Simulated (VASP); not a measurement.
# Nb (Im-3m) in VASP: further runs, part 2 of 2

VASP 6.6.1. The steps go on from the part before.

## Step 6: Single point, PBEsol

This run uses another cell than the first one, of 18.43 Å³/atom, 1.119 times its volume.

INCAR reads:

```
ALGO = Normal ; EDIFF = 1E-7
ENCUT = 520 ; GGA = PS
ISIF = 2 ; ISMEAR = 0
LASPH = True ; LCHARG = False
LREAL = False ; LWAVE = False
NBANDS = 12 ; NELM = 100
PREC = Accurate ; SIGMA = 0.1
```

KPOINTS reads:

```
k-points
0
Gamma
  18 18 18
```

POSCAR reads:

```
Nb
1.0
   -1.6639500000      1.6639500000      1.6639500000
    1.6639500000     -1.6639500000      1.6639500000
    1.6639500000      1.6639500000     -1.6639500000
Nb
1
Direct
    0.0000000000      0.0000000000      0.0000000000
```

Potentials or basis: VASP PAW PBE potentials, release 64 (Nb_sv).

The run is started by

```sh
$ cat potpaw_PBE.64/Nb_sv/POTCAR > POTCAR
$ mpirun -np 1 vasp_std > vasp.out
```

OUTCAR:

```text
EDIFF = 1E-7
   ENCUT = 520
   GGA = PS
   ISIF = 2
   ISMEAR = 0
   LASPH = True
   LREAL = False
   NELM = 100
   PREC = Accurate

 ion  position               nearest neighbor table
   1  0.000  0.000  0.000-

  LATTYP: Found a body centered cubic cell.
 ALAT       =     3.3279000000

  Lattice vectors:

 A1 = (  -1.6639500000,   1.6639500000,   1.6639500000)
 A2 = (   1.6639500000,  -1.6639500000,   1.6639500000)
 A3 = (   1.6639500000,   1.6639500000,  -1.6639500000)

Analysis of symmetry for initial positions (statically):
=====================================================================
 Subroutine PRICEL returns:
 Original cell was already a primitive cell.

 Routine SETGRP: Setting up the symmetry group for a
 body centered cubic supercell.

 Subroutine GETGRP returns: Found 48 space group operations
 (whereof 48 operations were pure point group operations)
 out of a pool of 48 trial point group operations.

The static configuration has the point symmetry O_h .

Analysis of symmetry for dynamics (positions and initial velocities):
=====================================================================
 Subroutine PRICEL returns:
 Original cell was already a primitive cell.

 Routine SETGRP: Setting up the symmetry group for a
 body centered cubic supercell.

 Subroutine GETGRP returns: Found 48 space group operations
 (whereof 48 operations were pure point group operations)
 out of a pool of 48 trial point group operations.

The dynamic configuration has the point symmetry O_h .

 Subroutine INISYM returns: Found 48 space group operations
 (whereof 48 operations are pure point group operations),
 and found     1 'primitive' translations

----------------------------------------------------------------------------------------

                                     Primitive cell

  volume of cell :      18.4281

  direct lattice vectors                    reciprocal lattice vectors
    -1.663950000  1.663950000  1.663950000     0.000000000  0.300489798  0.300489798
     1.663950000 -1.663950000  1.663950000     0.300489798  0.000000000  0.300489798
     1.663950000  1.663950000 -1.663950000     0.300489798  0.300489798  0.000000000

  length of vectors
     2.882045941  2.882045941  2.882045941     0.424956748  0.424956748  0.424956748

  position of ions in fractional coordinates (direct lattice)
     0.000000000  0.000000000  0.000000000

  ion indices of the primitive-cell ions
   primitive index   ion index
                 1           1

----------------------------------------------------------------------------------------

 KPOINTS: k-points

Automatic generation of k-mesh.
 Grid dimensions read from file:
 generate k-points for:   18   18   18

 Generating k-lattice:

  Cartesian coordinates                     Fractional coordinates (reciprocal lattice)
     0.000000000  0.016693878  0.016693878     0.055555556  0.000000000  0.000000000
     0.016693878  0.000000000  0.016693878     0.000000000  0.055555556  0.000000000
     0.016693878  0.016693878  0.000000000     0.000000000  0.000000000  0.055555556

  Length of vectors
     0.023608708  0.023608708  0.023608708

  Shift w.r.t. Gamma in fractional coordinates (k-lattice)
     0.000000000  0.000000000  0.000000000

 Subroutine IBZKPT returns following result:
 ===========================================

 Found    195 irreducible k-points:

 Following reciprocal coordinates:
            Coordinates               Weight
  0.000000  0.000000  0.000000      1.000000
  0.055556  0.000000  0.000000     12.000000
  0.111111  0.000000  0.000000     12.000000
  0.166667  0.000000  0.000000     12.000000
  0.222222  0.000000  0.000000     12.000000
  0.277778  0.000000  0.000000     12.000000
[... 16 lines left out ...]
  0.333333  0.111111  0.000000     48.000000
  0.388889  0.111111  0.000000     48.000000
 [... further k-points ...]
   k-points           NKPTS =    195   k-points in BZ     NKDIM =    195   number of bands    NBANDS=     12
   number of dos      NEDOS =    301   number of ions     NIONS =      1
   total plane-waves  NPLWV =  13824
   dimension x,y,z NGX =    24 NGY =   24 NGZ =   24
   dimension x,y,z NGXF=    48 NGYF=   48 NGZF=   48
   ions per type =               1
   NGX,Y,Z   is equivalent  to a cutoff of  13.84, 13.84, 13.84 a.u.
   NGXF,Y,Z  is equivalent  to a cutoff of  27.69, 27.69, 27.69 a.u.
 SYSTEM =  unknown system
   PREC   = accura    normal or accurate (medium, high low for compatibility)
   ISTART =      0    job   : 0-new  1-cont  2-samecut
   ICHARG =      2    charge: 1-file 2-atom 10-const
   ISPIN  =      1    spin polarized calculation?
   LNONCOLLINEAR =      F non collinear calculations
   LSORBIT =      F    spin-orbit coupling
   LASPH  =      T    aspherical Exc in radial PAW
   ENCUT  =  520.0 eV  38.22 Ry    6.18 a.u.   5.36  5.36  5.36*2*pi/ulx,y,z
   NELM   =    100;   NELMIN=  2; NELMDL= -5     # of ELM steps
   EDIFF  = 0.1E-06   stopping-criterion for ELM
   LREAL  =      F    real-space projection
   EDIFFG = 0.1E-05   stopping-criterion for IOM
   NSW    =      0    number of steps for IOM
   IBRION =     -1    ionic relax: 0-MD 1-quasi-New 2-CG
   NFREE  =      0    steps in history (QN), initial steepest desc. (CG)
   ISIF   =      2    stress and relaxation
   ISYM   =      2    0-nonsym 1-usesym 2-fastsym
   POTIM  = 0.5000    time-step for ionic-motion
   TEBEG  =    0.0;   TEEND  =   0.0 temperature during run
   PSTRESS=    0.0 pullay stress
   NELECT =      13.0000    total number of electrons
   NUPDOWN=      -1.0000    fix difference up-down
   EMIN   =  10.00;   EMAX   =-10.00  energy-range for DOS
   EFERMI =   0.00;   METHOD = LEGACY
   ISMEAR =     0;   SIGMA  =   0.10  broadening in eV -4-tet -1-fermi 0-gaus
   EFERMI_NEDOS =   21; number of points for ismear=-14 and -15
   IALGO  =     38    algorithm
   IMIX   =      4    mixing-type and parameters
     AMIX     =   0.40;   BMIX     =  1.00
     AMIX_MAG =   1.60;   BMIX_MAG =  1.00
  volume/ion in A,a.u.               =      18.43       124.36
  Fermi-wavevector in a.u.,A,eV,Ry     =   1.457345  2.753983 28.896790  2.123854
  Thomas-Fermi vector in A             =   2.574157
   LORBIT       =      0    0 simple, 1 ext, 2 COOP (PROOUT), +10 PAW based schemes
   GGA     = PS    functional components
   LHFCALC =     F    Hartree Fock is set to
   AEXX    =    0.0000 exact exchange contribution
   IVDW    =     0    specifies the selected vdW correction
   LEPSILON=     F    determine dielectric tensor
   LRPA    =     F    only Hartree local field effects (RPA)
 non-spin polarized calculation
 Gauss-broadening in eV      SIGMA  =   0.10
  energy-cutoff  :      520.00
  volume of cell :       18.43
 maximum number of plane-waves:       531
 NGX is ok and might be reduce to    24
   NGX = 11   NGY = 11   NGZ = 11

 number of electron      12.9999999 magnetization

 Free energy of the ion-electron system (eV)
  ---------------------------------------------------
  ext. energy  EPLUGINS =         0.00000000
  ---------------------------------------------------
  free energy    TOTEN  =       -10.93042743 eV

  energy without entropy =      -10.92192563  energy(sigma->0) =      -10.92617653

 E-fermi :  10.7044     XC(G=0): -12.5120

 val. band max:       10.6973653616   @ k =   0.2778   0.0556  -0.0000
 cond. band min:      10.7045482760   @ k =   0.2778   0.0556   0.0556
 fundamental gap:      0.0071829144
 Fermi energy:        10.7043697960

 k-point     1 :       0.0000    0.0000    0.0000
  band No.  band energies     occupation
      1     -43.5759      2.00000
      2     -18.9386      2.00000
      3     -18.9386      2.00000
      4     -18.9386      2.00000
      5       4.7989      2.00000
      6      11.0979      0.00000
      7      11.0979      0.00000
      8      11.0979      0.00000
      9      13.9322      0.00000
     10      13.9322      0.00000
     11      24.8774      0.00000
     12      24.8774      0.00000

 k-point     2 :       0.0556    0.0000    0.0000
  band No.  band energies     occupation
      1     -43.5692      2.00000
      2     -18.9799      2.00000
      3     -18.9511      2.00000
      4     -18.9388      2.00000
      5       4.9242      2.00000
      6      11.0212      0.00001
      7      11.0805      0.00000
      8      11.2169      0.00000
      9      13.8130      0.00000
     10      13.9327      0.00000
     11      24.9801      0.00000
     12      25.1014      0.00000
[... 316 lines left out ...]
 k-point    24 :       0.3889    0.1111    0.0000
  band No.  band energies     occupation
      1     -43.3501      2.00000
      2     -20.1333      2.00000
      3     -19.3778      2.00000
      4     -19.0046      2.00000
      5       7.4558      2.00000
      6       9.2565      2.00000
      7      11.7710      0.00000
      8      13.8150      0.00000
      9      14.8595      0.00000
     10      17.2987      0.00000
     11      22.3369      0.00000
     12      23.1431      0.00000

 [... further k-points ...]
[... 5 lines left out ...]
  --------------------------------------------------------------------------------------
  -------------------------------------------------------------------------------------
  Total       -0.9852028     -0.9852028     -0.9852028      0.0000000      0.0000000      0.0000000
  in kB      -85.6555274    -85.6555274    -85.6555274      0.0000000      0.0000000      0.0000000
  external PRESSURE =     -85.6555274 kB  Pullay stress =       0.0000000 kB

 VOLUME and BASIS-vectors are now :
 -----------------------------------------------------------------------------
  energy-cutoff  :      520.00
  volume of cell :       18.43
      direct lattice vectors                 reciprocal lattice vectors
    -1.663950000  1.663950000  1.663950000     0.000000000  0.300489798  0.300489798
     1.663950000 -1.663950000  1.663950000     0.300489798  0.000000000  0.300489798
     1.663950000  1.663950000 -1.663950000     0.300489798  0.300489798  0.000000000

 POSITION                                       TOTAL-FORCE (eV/Angst)
 -----------------------------------------------------------------------------------
      0.00000      0.00000      0.00000         0.000000     -0.000000      0.000000
 -----------------------------------------------------------------------------------
    total drift:                                0.000000      0.000000      0.000000

  FREE ENERGIE OF THE ION-ELECTRON SYSTEM (eV)
  ---------------------------------------------------
  free  energy   TOTEN  =       -10.9304274262 eV

  energy  without entropy=      -10.9219256349  energy(sigma->0) =      -10.92617653
```

Run time: 28 s. Hardware: 1 thread of Intel Xeon Platinum 8259CL at 2.50GHz (Skylake/Cascade Lake), shared host; peak memory 0.17 GiB.

Results:

```yaml
Free_energy: -10.9304 eV
Pressure: -8.6 GPa
```

Levels at points of the mesh, in eV from the Fermi level:
```tsv
k point	band 2	band 3	band 4	band 5	band 6	band 7	band 8	band 9	band 10	band 11
(0.00, 0.00, 0.00)	-29.64	-29.64	-29.64	-5.91	0.39	0.39	0.39	3.23	3.23	14.17
(0.50, 0.00, 0.00)	-30.92	-30.05	-29.65	-3.62	-1.58	2.19	3.25	3.91	6.25	11.56
(0.50, 0.50, 0.50)	-30.52	-30.52	-30.52	-3.58	-3.58	5.50	5.50	5.50	8.88	8.88
```

Caveat: the PAW data sets were made with another functional, which shifts forces and pressure a little.

## Step 7: Overview

| cell | gap on the mesh (eV) | pressure (GPa) |
| --- | --- | --- |
| a = 2.776 Å, angles 109.5°, 1 atom | none | 12.0 |
| a = 2.805 Å, angles 109.5°, 1 atom | none | 5.5 |
| a = 2.834 Å, angles 109.5°, 1 atom | none | -0.3 |
| a = 2.862 Å, angles 109.5°, 1 atom | none | -5.3 |
| a = 2.882 Å, angles 109.5°, 1 atom | none | -8.6 |

Alike in all rows: task single point; level PBEsol; potentials or basis VASP PAW PBE potentials, release 64 (Nb_sv); no spin polarisation; k mesh 18 × 18 × 18; cutoff (eV) 520; smearing gaussian 0.1 eV.

Caveats: the PAW data sets were made with another functional, which shifts forces and pressure a little.

Absolute energies hang on the potentials; compare differences alone.
